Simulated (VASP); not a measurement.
Input of a VASP 6.6.1 run:

Contents of INCAR:

```
PREC = Accurate
ENCUT = 520
EDIFF = 1E-6
ISMEAR = -1
SIGMA = 0.05
LREAL = False
LASPH = True
NELM = 150
ALGO = Normal
ISIF = 2
LWAVE = False
LCHARG = True
ISPIN = 2
MAGMOM = 3 -3 0 0
LORBIT = 11
LMAXMIX = 4
GGA = PE
LELF = True
LVHAR = True
NBANDS = 27
```

Contents of KPOINTS:

```
regular mesh
0
Gamma
  5 10 10
```

POSCAR

```
CoO
1.0
    0.0000000000      4.2630000000      4.2630000000
    2.1315000000      0.0000000000      2.1315000000
    2.1315000000      2.1315000000      0.0000000000
Co O
2 2
Direct
    0.0000000000      0.0000000000      0.0000000000
    0.5000000000      0.0000000000      0.0000000000
    0.2500000000      0.5000000000      0.5000000000
    0.7500000000      0.5000000000      0.5000000000
```

Potentials or basis: VASP PAW PBE potentials, release 64 (Co, O).

The run is started by

```console
$ cat potpaw_PBE.64/Co/POTCAR potpaw_PBE.64/O/POTCAR > POTCAR
$ mpirun -np 1 vasp_std > vasp.out
```

(1) What does it give for the pressure?

(2) What does it give for the site moments?

(3) Predict the net moment.

(4) Predict the band gap on the k mesh.

## Answers

(1) -4.6 GPa.

(2) Co +2.43, -2.43; O +0.00 μB.

(3) 0.00 μB per cell.

(4) zero (filled and empty bands overlap).

Caveat: the cell stands under tension; semilocal functionals often make such compounds metallic where correlation or magnetic order opens a gap, which also shifts bond lengths.
